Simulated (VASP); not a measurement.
# GaN (Fm-3m) in VASP: single point with HSE06

Aim: the single point of GaN with HSE06.

All numbers are computed with VASP 6.6.1; they aren't measurements. Logs are shortened: lines on timing, memory, paths and dates and some standing lists are left out, and cuts for length are marked.

**1. The cell of the first run**

Symmetry: Fm-3m, No. 225, cubic system. Conventional cell: a = 4.240 Å, b = 4.240 Å, c = 4.240 Å, α = 90.00°, β = 90.00°, γ = 90.00°. Ga (site symmetry m-3m) has 6 N at 2.12 Å within 2.8 Å. Within 2.8 Å of N (site symmetry m-3m) lie 6 Ga at 2.12 Å.

**2. Single point, HSE06**

POSCAR

```
GaN
1.0
    0.0000000000      2.1200000000      2.1200000000
    2.1200000000      0.0000000000      2.1200000000
    2.1200000000      2.1200000000      0.0000000000
Ga N
1 1
Direct
    0.0000000000      0.0000000000      0.0000000000
    0.5000000000      0.5000000000      0.5000000000
```

INCAR.step1

```
SYSTEM = GaN
PREC     = Accurate       ! precision mode
ENCUT    = 520            ! plane-wave cutoff, eV
EDIFF    = 1E-5           ! SCF threshold, eV
ISMEAR   = 0              ! smearing method
SIGMA    = 0.05           ! smearing width, eV
LREAL    = .FALSE.        ! projectors in reciprocal space
LASPH    = .TRUE.         ! aspherical terms in the spheres
NELM     = 60             ! most SCF steps
ALGO     = Normal         ! electronic algorithm
ISIF     = 2              ! what is computed and relaxed
LWAVE    = .TRUE.         ! write WAVECAR
NBANDS   = 16             ! bands
GGA      = PE             ! functional
KPAR     = 4
```

INCAR.step2

```
SYSTEM = GaN
PREC     = Accurate       ! precision mode
ENCUT    = 520            ! plane-wave cutoff, eV
EDIFF    = 1E-7           ! SCF threshold, eV
ISMEAR   = 0              ! smearing method
SIGMA    = 0.05           ! smearing width, eV
LREAL    = .FALSE.        ! projectors in reciprocal space
LASPH    = .TRUE.         ! aspherical terms in the spheres
NELM     = 60             ! most SCF steps
ALGO     = Normal         ! electronic algorithm
ISIF     = 2              ! what is computed and relaxed
LWAVE    = .FALSE.        ! write WAVECAR
LCHARG   = .TRUE.         ! write CHGCAR
GGA      = PE             ! functional
LHFCALC  = .TRUE.         ! exact exchange
HFSCREEN = 0.2079         ! screening, 1/A
PRECFOCK = Normal       
LVHAR    = .TRUE.       
NBANDS   = 16             ! bands
ISTART   = 1            
KPAR     = 4
```

KPOINTS

```
Automatic mesh
0
G
  8 8 8
  0 0 0
```

Potentials or basis: VASP PAW PBE potentials, release 64 (Ga_d, N).

The run is started by

```bash
cat potpaw_PBE.64/Ga_d/POTCAR potpaw_PBE.64/N/POTCAR > POTCAR
cp INCAR.step1 INCAR
mpirun -np 4 vasp_std > vasp.out
cp INCAR.step2 INCAR
mpirun -np 4 vasp_std > vasp.out
```

OUTCAR:

```text
SYSTEM = GaN
   PREC = Accurate
   ENCUT = 520
   EDIFF = 1E-7
   ISMEAR = 0
   LREAL = .FALSE.
   LASPH = .TRUE.
   NELM = 60
   ISIF = 2
   GGA = PE
   LHFCALC = .TRUE.
   HFSCREEN = 0.2079
   PRECFOCK = Normal
   ISTART = 1

 ion  position               nearest neighbor table
   1  0.000  0.000  0.000-   2 2.12   2 2.12   2 2.12   2 2.12   2 2.12   2 2.12
   2  0.500  0.500  0.500-   1 2.12   1 2.12   1 2.12   1 2.12   1 2.12   1 2.12

  LATTYP: Found a face centered cubic cell.
 ALAT       =     4.2400000000

  Lattice vectors:

 A1 = (   0.0000000000,   2.1200000000,   2.1200000000)
 A2 = (   2.1200000000,   0.0000000000,   2.1200000000)
 A3 = (   2.1200000000,   2.1200000000,   0.0000000000)

Analysis of symmetry for initial positions (statically):
=====================================================================
 Subroutine PRICEL returns:
 Original cell was already a primitive cell.

 Routine SETGRP: Setting up the symmetry group for a
 face centered cubic supercell.

 Subroutine GETGRP returns: Found 48 space group operations
 (whereof 48 operations were pure point group operations)
 out of a pool of 48 trial point group operations.

The static configuration has the point symmetry O_h .

Analysis of symmetry for dynamics (positions and initial velocities):
=====================================================================
 Subroutine PRICEL returns:
 Original cell was already a primitive cell.

 Routine SETGRP: Setting up the symmetry group for a
 face centered cubic supercell.

 Subroutine GETGRP returns: Found 48 space group operations
 (whereof 48 operations were pure point group operations)
 out of a pool of 48 trial point group operations.

The dynamic configuration has the point symmetry O_h .

 Subroutine INISYM returns: Found 48 space group operations
 (whereof 48 operations are pure point group operations),
 and found     1 'primitive' translations

----------------------------------------------------------------------------------------

                                     Primitive cell

  volume of cell :      19.0563

  direct lattice vectors                    reciprocal lattice vectors
     0.000000000  2.120000000  2.120000000    -0.235849057  0.235849057  0.235849057
     2.120000000  0.000000000  2.120000000     0.235849057 -0.235849057  0.235849057
     2.120000000  2.120000000  0.000000000     0.235849057  0.235849057 -0.235849057

  length of vectors
     2.998132752  2.998132752  2.998132752     0.408502549  0.408502549  0.408502549
[... 85 lines left out ...]
   IBRION =     -1    ionic relax: 0-MD 1-quasi-New 2-CG
   NFREE  =      0    steps in history (QN), initial steepest desc. (CG)
   ISIF   =      2    stress and relaxation
   ISYM   =      3    0-nonsym 1-usesym 2-fastsym
   POTIM  = 0.5000    time-step for ionic-motion
   TEBEG  =    0.0;   TEEND  =   0.0 temperature during run
   PSTRESS=    0.0 pullay stress
   NELECT =      18.0000    total number of electrons
   NUPDOWN=      -1.0000    fix difference up-down
   EMIN   =  10.00;   EMAX   =-10.00  energy-range for DOS
   EFERMI =   0.00;   METHOD = LEGACY
   ISMEAR =     0;   SIGMA  =   0.05  broadening in eV -4-tet -1-fermi 0-gaus
   EFERMI_NEDOS =   21; number of points for ismear=-14 and -15
   IALGO  =     38    algorithm
   IMIX   =      1    mixing-type and parameters
     AMIX     =   0.40;   BMIX     =  1.00
     AMIX_MAG =   1.60;   BMIX_MAG =  1.00
  volume/ion in A,a.u.               =       9.53        64.30
  Fermi-wavevector in a.u.,A,eV,Ry     =   1.606275  3.035419 35.104640  2.580118
  Thomas-Fermi vector in A             =   2.702488
   LORBIT       =      0    0 simple, 1 ext, 2 COOP (PROOUT), +10 PAW based schemes
   GGA     = PE    functional components
   LHFCALC =     T    Hartree Fock is set to
   PRECFOCK=normal    Normal, Fast or Accurate (Low or Medium for compatibility)
   ENCUT4O =  -1.0   cutoff for four orbital integrals eV
   NKREDX  =     1    reduce k-point grid by
   NKREDY  =     1    reduce k-point grid by
   NKREDZ  =     1    reduce k-point grid by
   AEXX    =    0.2500 exact exchange contribution
   HFSCREEN=    0.2079 screening length (either q_TF or 0.3 A-1)
   HFSCREENC=   0.2079 screening length for correlation (either q_TF or 0.3 A-1)
   ENCUTFOCK=  -1.0 apply spherical cutoff to Coloumb kernel
   IVDW    =     0    specifies the selected vdW correction
   LEPSILON=     F    determine dielectric tensor
   LRPA    =     F    only Hartree local field effects (RPA)
 non-spin polarized calculation
 Gauss-broadening in eV      SIGMA  =   0.05
  energy-cutoff  :      520.00
  volume of cell :       19.06
 maximum number of plane-waves:       531
 NGX is ok and might be reduce to    24
  NGX = 18; NGY = 18; NGZ = 18

 number of electron      18.0000009 magnetization

 Free energy of the ion-electron system (eV)
  ---------------------------------------------------
  ext. energy  EPLUGINS =         0.00000000
  ---------------------------------------------------
  free energy    TOTEN  =       -13.78420369 eV

  energy without entropy =      -13.78420369  energy(sigma->0) =      -13.78420369

 E-fermi :   7.3052     XC(G=0): -10.6109

 val. band max:        6.9989667342   @ k =  -0.2500   0.1250   0.0000
 cond. band min:       8.8034893085   @ k =   0.5000   0.5000   0.0000
 fundamental gap:      1.8045225744
 Fermi energy:         7.3051592365

 k-point     1 :       0.0000    0.0000    0.0000
  band No.  band energies     occupation
      1     -11.8108      2.00000
      2      -9.2429      2.00000
      3      -9.2429      2.00000
      4      -9.2429      2.00000
      5      -9.2076      2.00000
      6      -9.2076      2.00000
[... 433 lines left out ...]
      3      -9.2808      2.00000
      4      -9.1814      2.00000
      5      -9.0343      2.00000
      6      -7.1191      2.00000
[... 8 lines left out ...]
     15      27.6108      0.00000
     16      32.3673      0.00000

 [... further k-points ...]
[... 5 lines left out ...]
  --------------------------------------------------------------------------------------
  -------------------------------------------------------------------------------------
  Total       -0.5108441     -0.5108441     -0.5108441      0.0000000      0.0000000      0.0000000
  in kB      -42.9498256    -42.9498256    -42.9498256      0.0000000      0.0000000      0.0000000
  external PRESSURE =     -42.9498256 kB  Pullay stress =       0.0000000 kB

 VOLUME and BASIS-vectors are now :
 -----------------------------------------------------------------------------
  energy-cutoff  :      520.00
  volume of cell :       19.06
      direct lattice vectors                 reciprocal lattice vectors
     0.000000000  2.120000000  2.120000000    -0.235849057  0.235849057  0.235849057
     2.120000000  0.000000000  2.120000000     0.235849057 -0.235849057  0.235849057
     2.120000000  2.120000000  0.000000000     0.235849057  0.235849057 -0.235849057

 POSITION                                       TOTAL-FORCE (eV/Angst)
 -----------------------------------------------------------------------------------
      0.00000      0.00000      0.00000         0.000000      0.000000      0.000000
      2.12000      2.12000      2.12000        -0.000000     -0.000000     -0.000000
 -----------------------------------------------------------------------------------
    total drift:                                0.000000      0.000001      0.000000

  FREE ENERGIE OF THE ION-ELECTRON SYSTEM (eV)
  ---------------------------------------------------
  free  energy   TOTEN  =       -13.7842036944 eV

  energy  without entropy=      -13.7842036944  energy(sigma->0) =      -13.78420369
```

OSZICAR.step1:

```text
N       E                     dE             d eps       ncg     rms          rms(c)
DAV:   1     0.762125812310E+02    0.76213E+02   -0.93508E+03  1072   0.213E+03
DAV:   2    -0.849366812161E+01   -0.84706E+02   -0.78380E+02  1104   0.329E+02
DAV:   3    -0.129717725232E+02   -0.44781E+01   -0.44655E+01  1056   0.638E+01
DAV:   4    -0.130121930393E+02   -0.40421E-01   -0.40418E-01  1128   0.643E+00
DAV:   5    -0.130126258141E+02   -0.43277E-03   -0.43277E-03  1112   0.620E-01    0.732E+00
DAV:   6    -0.112201153641E+02    0.17925E+01   -0.43817E+00  1336   0.395E+01    0.238E+00
DAV:   7    -0.112125802320E+02    0.75351E-02   -0.23018E-01  1072   0.521E+00    0.157E+00
DAV:   8    -0.111996942904E+02    0.12886E-01   -0.34392E-02  1080   0.218E+00    0.553E-01
DAV:   9    -0.111976224084E+02    0.20719E-02   -0.71895E-03  1128   0.192E+00    0.118E-01
DAV:  10    -0.111976486411E+02   -0.26233E-04   -0.60353E-04  1024   0.293E-01    0.240E-02
DAV:  11    -0.111976413646E+02    0.72765E-05   -0.42374E-05  1080   0.748E-02
   1 F= -.11197641E+02 E0= -.11197641E+02  d E =-.312469E-15
```

It took 39 min on 4 MPI ranks of Intel Xeon Platinum 8375C at 2.90GHz (Ice Lake), shared host; peak memory 0.24 GiB.

What came out:

```yaml
Free_energy: -13.7842 eV
Pressure: -4.3 GPa
Band_gap_on_the_k_mesh: 1.80 eV (least direct gap 3.92 eV)
```

Levels at points of the mesh, in eV from the valence-band top:
| k point | band 5 | band 6 | band 7 | band 8 | band 9 | band 10 | band 11 | band 12 | band 13 | band 14 |
| --- | --- | --- | --- | --- | --- | --- | --- | --- | --- | --- |
| (0.00, 0.00, 0.00) | -16.21 | -16.21 | -0.48 | -0.48 | -0.48 | 3.44 | 16.10 | 16.10 | 16.10 | 17.79 |
| (0.50, 0.00, 0.00) | -16.04 | -15.56 | -8.85 | -0.19 | -0.19 | 5.92 | 10.57 | 10.57 | 11.40 | 17.97 |
| (0.50, 0.50, 0.00) | -15.98 | -12.63 | -7.61 | -3.21 | -3.21 | 1.80 | 8.95 | 13.90 | 16.55 | 16.55 |

Caveat: the cell stands under tension; the PAW data sets were made with another functional, which shifts forces and pressure a little. A k mesh can miss the band edges.
